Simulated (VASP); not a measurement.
# SrTiO3 in VASP: a series of runs, part 3 of 3

VASP 6.6.1. Earlier steps stand in the parts before.

## 5. Single point, r2SCAN+U

This run uses another cell than the first one, of 12.03 Å³/atom.

POSCAR

```
SrTiO3
1.0
    3.9177112476      0.0000000000      0.0000000000
    0.0000000000      3.9177112476      0.0000000000
    0.0000000000      0.0000000000      3.9177112476
Sr Ti O
1 1 3
Direct
    0.0000000000      0.0000000000      0.0000000000
    0.5000000000      0.5000000000      0.5000000000
    0.5000000000      0.0000000000      0.5000000000
    0.5000000000      0.5000000000      0.0000000000
    0.0000000000      0.5000000000      0.5000000000
```

INCAR.step1

```
SYSTEM = SrTiO3
  PREC = Accurate
  ENCUT = 520
  ISMEAR = 0
  SIGMA = 0.02
  LREAL = .False.
  LASPH = .True.
  NELM = 150
  LMAXMIX = 4
  LDAU = .True.
  LDAUTYPE = 2
  LDAUL = -1 2 -1
  LDAUU = 0 4 0
  LDAUJ = 0 0 0
  NBANDS = 28
  GGA = PE
  ALGO = Normal
  EDIFF = 1E-4
  LWAVE = .True.
  LCHARG = .False.
```

INCAR.step2

```
SYSTEM = SrTiO3
  PREC = Accurate
  ENCUT = 520
  EDIFF = 1E-6
  ISMEAR = 0
  SIGMA = 0.02
  LREAL = .False.
  LASPH = .True.
  NELM = 150
  ALGO = Normal
  ISIF = 2
  LWAVE = .False.
  LCHARG = .False.
  LMAXMIX = 4
  LDAU = .True.
  LDAUTYPE = 2
  LDAUL = -1 2 -1
  LDAUU = 0 4 0
  LDAUJ = 0 0 0
  LDAUPRINT = 1
  METAGGA = R2SCAN
  LMIXTAU = .True.
  NBANDS = 28
  ISTART = 1
```

KPOINTS

```
Automatic mesh
0
Gamma
  6 6 6
  0 0 0
```

Potentials or basis: VASP PAW PBE potentials, release 64 (Sr_sv, Ti_sv, O).

Command:

```console
cat potpaw_PBE.64/Sr_sv/POTCAR potpaw_PBE.64/Ti_sv/POTCAR potpaw_PBE.64/O/POTCAR > POTCAR
cp INCAR.step1 INCAR
mpirun -np 1 vasp_std > vasp.out
cp INCAR.step2 INCAR
mpirun -np 1 vasp_std > vasp.out
```

OUTCAR:

```text
SYSTEM = SrTiO3
   PREC = Accurate
   ENCUT = 520
   EDIFF = 1E-6
   ISMEAR = 0
   LREAL = .False.
   LASPH = .True.
   NELM = 150
   ISIF = 2
   METAGGA = R2SCAN
   ISTART = 1

 ion  position               nearest neighbor table
   1  0.000  0.000  0.000-   3 2.77   4 2.77   5 2.77   3 2.77   5 2.77   4 2.77   5 2.77   5 2.77
                             3 2.77   4 2.77   3 2.77   4 2.77   2 3.39   2 3.39   2 3.39   2 3.39
   2  0.500  0.500  0.500-   3 1.96   4 1.96   5 1.96   4 1.96   3 1.96   5 1.96   1 3.39   1 3.39
[... 859 lines left out ...]
  -------------------------------------------------------------------------------------
  Total        1.1871221      1.1871221      1.1871221      0.0000000     -0.0000000      0.0000000
  in kB       31.6306939     31.6306939     31.6306939      0.0000000     -0.0000000      0.0000000
  external PRESSURE =      31.6306939 kB  Pullay stress =       0.0000000 kB

 VOLUME and BASIS-vectors are now :
 -----------------------------------------------------------------------------
  energy-cutoff  :      520.00
  volume of cell :       60.13
      direct lattice vectors                 reciprocal lattice vectors
     3.917711248  0.000000000  0.000000000     0.255251073  0.000000000  0.000000000
     0.000000000  3.917711248  0.000000000     0.000000000  0.255251073  0.000000000
     0.000000000  0.000000000  3.917711248     0.000000000  0.000000000  0.255251073

 POSITION                                       TOTAL-FORCE (eV/Angst)
 -----------------------------------------------------------------------------------
      0.00000      0.00000      0.00000         0.000000      0.000000      0.000000
      1.95886      1.95886      1.95886         0.000000      0.000000      0.000000
      1.95886      0.00000      1.95886         0.000000      0.000000      0.000000
      1.95886      1.95886      0.00000         0.000000      0.000000      0.000000
      0.00000      1.95886      1.95886         0.000000      0.000000      0.000000
 -----------------------------------------------------------------------------------
    total drift:                                0.000000      0.000000     -0.000000

  FREE ENERGIE OF THE ION-ELECTRON SYSTEM (eV)
  ---------------------------------------------------
  free  energy   TOTEN  =       -60.7009204197 eV

  energy  without entropy=      -60.7009204197  energy(sigma->0) =      -60.70092042
```

OSZICAR.step1:

```text
N       E                     dE             d eps       ncg     rms          rms(c)
DAV:   1     0.434566031232E+03    0.43457E+03   -0.21254E+04  1120   0.158E+03
DAV:   2     0.138515161625E-01   -0.43455E+03   -0.41448E+03  1272   0.440E+02
DAV:   3    -0.463757087192E+02   -0.46390E+02   -0.46018E+02  1588   0.137E+02
DAV:   4    -0.485686448863E+02   -0.21929E+01   -0.21884E+01  1668   0.257E+01
DAV:   5    -0.486332402099E+02   -0.64595E-01   -0.64580E-01  1572   0.360E+00    0.266E+01
DAV:   6    -0.370979069179E+02    0.11535E+02   -0.54184E+01  1624   0.654E+01    0.146E+01
DAV:   7    -0.373677599080E+02   -0.26985E+00   -0.60513E+00  1420   0.144E+01    0.103E+01
DAV:   8    -0.374421772425E+02   -0.74417E-01   -0.16233E+00  1360   0.112E+01    0.337E+00
DAV:   9    -0.373695638799E+02    0.72613E-01   -0.23365E-01  1324   0.489E+00    0.107E+00
DAV:  10    -0.373662172068E+02    0.33467E-02   -0.12534E-01  1336   0.220E+00    0.568E-01
DAV:  11    -0.373622456555E+02    0.39716E-02   -0.24208E-02  1588   0.131E+00    0.186E-01
DAV:  12    -0.373620697662E+02    0.17589E-03   -0.15016E-03  1296   0.411E-01    0.968E-02
DAV:  13    -0.373620961317E+02   -0.26365E-04   -0.14635E-04  1040   0.919E-02
   1 F= -.37362096E+02 E0= -.37362096E+02  d E =-.652578E-19
```

It took 2.4 min on 1 thread of Intel Xeon 8259CL, shared host; peak memory 0.16 GiB.

What came out:

```yaml
Free_energy: -60.7009 eV
Pressure: 3.2 GPa
Band_gap_on_the_k_mesh: 2.84 eV (least direct gap 3.28 eV)
```

Eigenvalues of the final occupation matrices:
```tsv
site	spin	trace	eigenvalues
site 2 d	1	0.78	0.09 0.09 0.09 0.25 0.25
site 2 d	2	0.78	0.09 0.09 0.09 0.25 0.25
```

Caveat: the cell stands under pressure; the PAW data sets were made with another functional, which shifts forces and pressure a little. A k mesh can miss the band edges.

## 6. Overview

| potentials or basis | cell | cutoff (eV) | gap on the mesh (eV) | pressure (GPa) |
| --- | --- | --- | --- | --- |
| VASP PAW PBE potentials, release 64 (Sr_sv, Ti_sv, O) | a = 3.800, b = 3.800, c = 3.988 Å, 5 atoms | 520 | 2.84 | 13.2 |
| VASP PAW PBE potentials, release 64 (Sr_sv, Ti_sv, O) | a = 3.800, b = 3.800, c = 3.997 Å, 5 atoms | 520 | 2.83 | 12.8 |
| VASP PAW PBE potentials, release 64 (Sr_sv, Ti_sv, O_h) | a = 3.918 Å, 5 atoms | 910 | 2.85 | 3.0 |
| VASP PAW PBE potentials, release 64 (Sr_sv, Ti_sv, O) | a = 3.918 Å, 5 atoms | 520 | 2.84 | 3.2 |

Alike in all rows: task single point; level r2SCAN+U; no spin polarisation; Ti d U = 4.0 eV; k mesh 6 × 6 × 6; smearing gaussian 0.02 eV.

Caveats: the PAW data sets were made with another functional, which shifts forces and pressure a little; the stress differs along the axes, from 3 to 18 GPa (at least some runs); the cell stands under pressure (at least some runs).

Absolute energies hang on the potentials; compare differences alone.
